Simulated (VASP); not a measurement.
# Si8N (P4/mmm) in VASP: notebook

Runs on Si8N. Level: PBE. Tasks: single point, relaxation of cell and atoms.

Program: VASP 6.6.1. These are calculated values, not measurements. Logs are shortened: lines on timing, memory, paths and dates and some standing lists are left out, and cuts for length are marked.

## Step 1: The cell of the first run

The structure is tetragonal, space group P4/mmm (No. 123). The conventional cell has a = 6.436 Å, b = 6.436 Å, c = 3.321 Å, α = 90.00°, β = 90.00°, γ = 90.00°. Within 2.7 Å of Si (site symmetry m2m) lie 1 N at 1.90 Å and 7 Si at 2.57 to 2.69 Å. Within 3.7 Å of Si (site symmetry m2m) lie 14 Si at 2.49 to 3.65 Å. N (site symmetry 4/mmm) has 4 Si at 1.90 Å within 2.5 Å.

The cell was generated, and may not be a known phase.

## Step 2: Single point, PBE

INCAR

```
SYSTEM = Si8N
ALGO = Normal
EDIFF = 1E-6
ENCUT = 520
GGA = PE
ISIF = 2
ISMEAR = 0
LASPH = .TRUE.
LCHARG = .FALSE.
LREAL = .FALSE.
LWAVE = .FALSE.
NBANDS = 28
NELM = 60
PREC = Accurate
SIGMA = 0.1
```

KPOINTS

```
k-points
0
G
  6 6 12
  0 0 0
```

POSCAR

```
Si8N
1.0
    6.4362610979      0.0000000000      0.0000000000
    0.0000000000      6.4362610979      0.0000000000
    0.0000000000      0.0000000000      3.3213790989
Si N
8 1
Direct
    0.2042165850      0.5000000000      0.5000000000
    0.7957834150      0.5000000000      0.5000000000
    0.5000000000      0.2042165850      0.5000000000
    0.5000000000      0.7957834150      0.5000000000
    0.7261618470      0.0000000000      0.0000000000
    0.2738381530      0.0000000000      0.0000000000
    0.0000000000      0.7261618470      0.0000000000
    0.0000000000      0.2738381530      0.0000000000
    0.5000000000      0.5000000000      0.5000000000
```

Potentials or basis: VASP PAW PBE potentials, release 64 (Si, N).

Launch:

```bash
$ cat potpaw_PBE.64/Si/POTCAR potpaw_PBE.64/N/POTCAR > POTCAR
$ mpirun -np 1 vasp_std > vasp.out
```

OUTCAR:

```text
SYSTEM = Si8N
   EDIFF = 1E-6
   ENCUT = 520
   GGA = PE
   ISIF = 2
   ISMEAR = 0
   LASPH = .TRUE.
   LREAL = .FALSE.
   NELM = 60
   PREC = Accurate

 ion  position               nearest neighbor table
   1  0.204  0.500  0.500-   9 1.90   8 2.57   7 2.57   7 2.57   8 2.57   2 2.63   4 2.69   3 2.69

   2  0.796  0.500  0.500-   9 1.90   8 2.57   7 2.57   7 2.57   8 2.57   1 2.63   4 2.69   3 2.69

   3  0.500  0.204  0.500-   9 1.90   6 2.57   5 2.57   5 2.57   6 2.57   4 2.63   1 2.69   2 2.69

   4  0.500  0.796  0.500-   9 1.90   6 2.57   5 2.57   5 2.57   6 2.57   3 2.63   1 2.69   2 2.69

   5  0.726  0.000  0.000-   7 2.49   8 2.49   3 2.57   4 2.57   3 2.57   4 2.57   6 2.91
   6  0.274  0.000  0.000-   7 2.49   8 2.49   3 2.57   4 2.57   3 2.57   4 2.57   5 2.91
   7  0.000  0.726  0.000-   5 2.49   6 2.49   1 2.57   2 2.57   1 2.57   2 2.57   8 2.91
   8  0.000  0.274  0.000-   5 2.49   6 2.49   1 2.57   2 2.57   1 2.57   2 2.57   7 2.91
   9  0.500  0.500  0.500-   1 1.90   2 1.90   3 1.90   4 1.90

  LATTYP: Found a simple tetragonal cell.
 ALAT       =     6.4362610979
 C/A-ratio  =     0.5160416969

  Lattice vectors:

 A1 = (   6.4362610979,   0.0000000000,   0.0000000000)
 A2 = (   0.0000000000,   6.4362610979,   0.0000000000)
 A3 = (   0.0000000000,   0.0000000000,   3.3213790989)

Analysis of symmetry for initial positions (statically):
=====================================================================
 Subroutine PRICEL returns:
 Original cell was already a primitive cell.

 Routine SETGRP: Setting up the symmetry group for a
 simple tetragonal supercell.

 Subroutine GETGRP returns: Found 16 space group operations
 (whereof 16 operations were pure point group operations)
 out of a pool of 16 trial point group operations.

The static configuration has the point symmetry D_4h.

Analysis of symmetry for dynamics (positions and initial velocities):
=====================================================================
 Subroutine PRICEL returns:
 Original cell was already a primitive cell.

 Routine SETGRP: Setting up the symmetry group for a
 simple tetragonal supercell.

 Subroutine GETGRP returns: Found 16 space group operations
 (whereof 16 operations were pure point group operations)
 out of a pool of 16 trial point group operations.

The dynamic configuration has the point symmetry D_4h.

 Subroutine INISYM returns: Found 16 space group operations
 (whereof 16 operations are pure point group operations),
 and found     1 'primitive' translations

----------------------------------------------------------------------------------------

                                     Primitive cell

  volume of cell :     137.5896

  direct lattice vectors                    reciprocal lattice vectors
     6.436261098  0.000000000  0.000000000     0.155369707  0.000000000  0.000000000
     0.000000000  6.436261098  0.000000000     0.000000000  0.155369707  0.000000000
     0.000000000  0.000000000  3.321379099     0.000000000  0.000000000  0.301079753

  length of vectors
     6.436261098  6.436261098  3.321379099     0.155369707  0.155369707  0.301079753

  position of ions in fractional coordinates (direct lattice)
     0.204216585  0.500000000  0.500000000
     0.795783415  0.500000000  0.500000000
     0.500000000  0.204216585  0.500000000
     0.500000000  0.795783415  0.500000000
     0.726161847  0.000000000  0.000000000
     0.273838153  0.000000000  0.000000000
     0.000000000  0.726161847  0.000000000
     0.000000000  0.273838153  0.000000000
     0.500000000  0.500000000  0.500000000

  ion indices of the primitive-cell ions
   primitive index   ion index
                 1           1
                 2           2
                 3           3
                 4           4
                 5           5
                 6           6
                 7           7
                 8           8
                 9           9

----------------------------------------------------------------------------------------

 KPOINTS: k-points

Automatic generation of k-mesh.
 Grid dimensions read from file:
 generate k-points for:    6    6   12

 Generating k-lattice:

  Cartesian coordinates                     Fractional coordinates (reciprocal lattice)
     0.025894951  0.000000000  0.000000000     0.166666667  0.000000000  0.000000000
     0.000000000  0.025894951  0.000000000     0.000000000  0.166666667  0.000000000
     0.000000000  0.000000000  0.025089979     0.000000000  0.000000000  0.083333333

  Length of vectors
     0.025894951  0.025894951  0.025089979

  Shift w.r.t. Gamma in fractional coordinates (k-lattice)
     0.000000000  0.000000000  0.000000000

 Subroutine IBZKPT returns following result:
 ===========================================

 Found     70 irreducible k-points:

 Following reciprocal coordinates:
            Coordinates               Weight
  0.000000  0.000000  0.000000      1.000000
  0.166667  0.000000  0.000000      4.000000
  0.333333  0.000000  0.000000      4.000000
  0.500000  0.000000  0.000000      2.000000
  0.166667  0.166667  0.000000      4.000000
  0.333333  0.166667  0.000000      8.000000
[... 16 lines left out ...]
  0.333333  0.000000  0.166667      8.000000
  0.500000  0.000000  0.166667      4.000000
 [... further k-points ...]
   k-points           NKPTS =     70   k-points in BZ     NKDIM =     70   number of bands    NBANDS=     28
   number of dos      NEDOS =    301   number of ions     NIONS =      9
   total plane-waves  NPLWV =  64512
   dimension x,y,z NGX =    48 NGY =   48 NGZ =   28
   dimension x,y,z NGXF=    96 NGYF=   96 NGZF=   56
   ions per type =               8   1
   NGX,Y,Z   is equivalent  to a cutoff of  12.40, 12.40, 14.01 a.u.
   NGXF,Y,Z  is equivalent  to a cutoff of  24.80, 24.80, 28.03 a.u.
 SYSTEM =  Si8N
   PREC   = accura    normal or accurate (medium, high low for compatibility)
   ISTART =      0    job   : 0-new  1-cont  2-samecut
   ICHARG =      2    charge: 1-file 2-atom 10-const
   ISPIN  =      1    spin polarized calculation?
   LNONCOLLINEAR =      F non collinear calculations
   LSORBIT =      F    spin-orbit coupling
   LASPH  =      T    aspherical Exc in radial PAW
   ENCUT  =  520.0 eV  38.22 Ry    6.18 a.u.  11.97 11.97  6.18*2*pi/ulx,y,z
   NELM   =     60;   NELMIN=  2; NELMDL= -5     # of ELM steps
   EDIFF  = 0.1E-05   stopping-criterion for ELM
   LREAL  =      F    real-space projection
   EDIFFG = 0.1E-04   stopping-criterion for IOM
   NSW    =      0    number of steps for IOM
   IBRION =     -1    ionic relax: 0-MD 1-quasi-New 2-CG
   NFREE  =      0    steps in history (QN), initial steepest desc. (CG)
   ISIF   =      2    stress and relaxation
   ISYM   =      2    0-nonsym 1-usesym 2-fastsym
   POTIM  = 0.5000    time-step for ionic-motion
   TEBEG  =    0.0;   TEEND  =   0.0 temperature during run
   PSTRESS=    0.0 pullay stress
   NELECT =      37.0000    total number of electrons
   NUPDOWN=      -1.0000    fix difference up-down
   EMIN   =  10.00;   EMAX   =-10.00  energy-range for DOS
   EFERMI =   0.00;   METHOD = LEGACY
   ISMEAR =     0;   SIGMA  =   0.10  broadening in eV -4-tet -1-fermi 0-gaus
   EFERMI_NEDOS =   21; number of points for ismear=-14 and -15
   IALGO  =     38    algorithm
   IMIX   =      4    mixing-type and parameters
     AMIX     =   0.40;   BMIX     =  1.00
     AMIX_MAG =   1.60;   BMIX_MAG =  1.00
  volume/ion in A,a.u.               =      15.29       103.17
  Fermi-wavevector in a.u.,A,eV,Ry     =   1.056688  1.996851 15.192126  1.116590
  Thomas-Fermi vector in A             =   2.191933
   LORBIT       =      0    0 simple, 1 ext, 2 COOP (PROOUT), +10 PAW based schemes
   GGA     = PE    functional components
   LHFCALC =     F    Hartree Fock is set to
   AEXX    =    0.0000 exact exchange contribution
   IVDW    =     0    specifies the selected vdW correction
   LEPSILON=     F    determine dielectric tensor
   LRPA    =     F    only Hartree local field effects (RPA)
 non-spin polarized calculation
 Gauss-broadening in eV      SIGMA  =   0.10
  energy-cutoff  :      520.00
  volume of cell :      137.59
 maximum number of plane-waves:      3748
 NGX is ok and might be reduce to    48
   NGX = 23   NGY = 23   NGZ = 13

 number of electron      37.0000000 magnetization

 Free energy of the ion-electron system (eV)
  ---------------------------------------------------
  ext. energy  EPLUGINS =         0.00000000
  ---------------------------------------------------
  free energy    TOTEN  =       -47.19918310 eV

  energy without entropy =      -47.18162834  energy(sigma->0) =      -47.19040572

 E-fermi :   8.4329     XC(G=0): -10.5811

 val. band max:        8.4319862200   @ k =   0.5000   0.3333   0.3333
 cond. band min:       8.4412153720   @ k =   0.5000   0.0000   0.1667
 fundamental gap:      0.0092291520
 Fermi energy:         8.4329360933

 k-point     1 :       0.0000    0.0000    0.0000
  band No.  band energies     occupation
      1      -9.2127      2.00000
      2      -4.4879      2.00000
      3      -3.2606      2.00000
      4      -2.1948      2.00000
      5      -2.1948      2.00000
      6       0.4281      2.00000
[... 20 lines left out ...]
     27      12.2248      0.00000
     28      12.4484      0.00000

 k-point     2 :       0.1667    0.0000    0.0000
  band No.  band energies     occupation
      1      -9.2044      2.00000
      2      -4.5125      2.00000
      3      -3.5241      2.00000
      4      -2.1405      2.00000
      5      -1.6704      2.00000
      6      -0.1738      2.00000
[... 674 lines left out ...]
 k-point    24 :       0.5000    0.0000    0.1667
  band No.  band energies     occupation
      1      -9.0949      2.00000
      2      -4.3089      2.00000
      3      -3.4844      2.00000
      4      -1.7123      2.00000
      5      -0.6718      2.00000
      6      -0.1358      2.00000
[... 20 lines left out ...]
     27      13.0758      0.00000
     28      13.1250      0.00000

 [... further k-points ...]

------------------------ aborting loop because EDIFF is reached ----------------------------------------

  FORCE on cell =-STRESS in cart. coord.  units (eV):
  Direction    XX          YY          ZZ          XY          YZ          ZX
  --------------------------------------------------------------------------------------
  -------------------------------------------------------------------------------------
  Total       -0.0459039     -0.0459039     -0.0319189      0.0000000     -0.0000000     -0.0000000
  in kB       -0.5345326     -0.5345326     -0.3716828      0.0000000     -0.0000000     -0.0000000
  external PRESSURE =      -0.4802493 kB  Pullay stress =       0.0000000 kB

 VOLUME and BASIS-vectors are now :
 -----------------------------------------------------------------------------
  energy-cutoff  :      520.00
  volume of cell :      137.59
      direct lattice vectors                 reciprocal lattice vectors
     6.436261098  0.000000000  0.000000000     0.155369707  0.000000000  0.000000000
     0.000000000  6.436261098  0.000000000     0.000000000  0.155369707  0.000000000
     0.000000000  0.000000000  3.321379099     0.000000000  0.000000000  0.301079753

 POSITION                                       TOTAL-FORCE (eV/Angst)
 -----------------------------------------------------------------------------------
      1.31439      3.21813      1.66069        -0.000084      0.000000      0.000000
      5.12187      3.21813      1.66069         0.000084      0.000000      0.000000
      3.21813      1.31439      1.66069         0.000000     -0.000084      0.000000
      3.21813      5.12187      1.66069         0.000000      0.000084      0.000000
      4.67377      0.00000      0.00000        -0.003576     -0.000000      0.000000
      1.76249      0.00000      0.00000         0.003576      0.000000     -0.000000
      0.00000      4.67377      0.00000         0.000000     -0.003576      0.000000
      0.00000      1.76249      0.00000        -0.000000      0.003576      0.000000
      3.21813      3.21813      1.66069         0.000000      0.000000      0.000000
 -----------------------------------------------------------------------------------
    total drift:                                0.000000     -0.000000     -0.000000

  FREE ENERGIE OF THE ION-ELECTRON SYSTEM (eV)
  ---------------------------------------------------
  free  energy   TOTEN  =       -47.1991831017 eV

  energy  without entropy=      -47.1816283437  energy(sigma->0) =      -47.19040572
```

Run time: 3.3 min. Hardware: 1 thread of Intel Xeon Platinum 8259CL at 2.50GHz (Skylake/Cascade Lake), shared host; peak memory 0.37 GiB.

What came out:

```yaml
Free_energy: -47.1992 eV
Pressure: 0.0 GPa
Largest_force: 0.004 eV/Å
Band_gap_on_the_k_mesh: zero (an odd number of electrons rules out a gap without spin polarisation)
```

Forces on the atoms (eV/Å):
```
Si   0.000  0.000  0.000
Si   0.000  0.000  0.000
Si   0.000  0.000  0.000
Si   0.000  0.000  0.000
Si  -0.004  0.000  0.000
Si   0.004  0.000  0.000
Si   0.000 -0.004  0.000
Si   0.000  0.004  0.000
N    0.000  0.000  0.000
```

Caveat: an odd number of electrons without spin polarisation forces a metal; a magnetic or distorted state may lie lower.

(Continued in part 2 of 2.)

The gap in the log of VASP goes by the Fermi energy; the results here count the filled bands.